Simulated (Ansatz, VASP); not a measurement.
One calculation of Li2O, two programs

```
CELL_PARAMETERS angstrom
0.00000 2.31717 2.31717
2.31717 0.00000 2.31717
2.31717 2.31717 0.00000
ATOMIC_POSITIONS crystal
Li 0.25000 0.25000 0.25000
Li 0.75000 0.75000 0.75000
O 0.00000 0.00000 0.00000
```

Change from the starting cell: volume scaled by 1.01, PAW files.

Alike in both runs: task electric field gradients; functional PBEsol; k mesh 9 × 9 × 9; occupations fermi-dirac, width 0.03 eV; no spin polarisation.

```csv
,VASP,Ansatz
version,VASP 6.6.1,Ansatz 0.2.0
potentials or method,"VASP PAW PBE potentials, release 64 (Li_sv, O)","PAW with Ansatz's default frozen-core files, scalar-relativistic"
plane-wave cutoff (eV),650,420
valence electrons in the cell,12,12
```

VASP gave:

- gap on the k mesh at the Fermi level (eV): 4.90
- pressure (GPa): -3.0

Question: What did Ansatz give for the same quantities?

Answer: gap on the k mesh at the Fermi level (eV): 4.92; pressure (GPa): -2.7.

VASP's potentials were made for PBE, not for PBEsol. With one functional, cell and mesh, what is left measures potentials, basis and numerics.
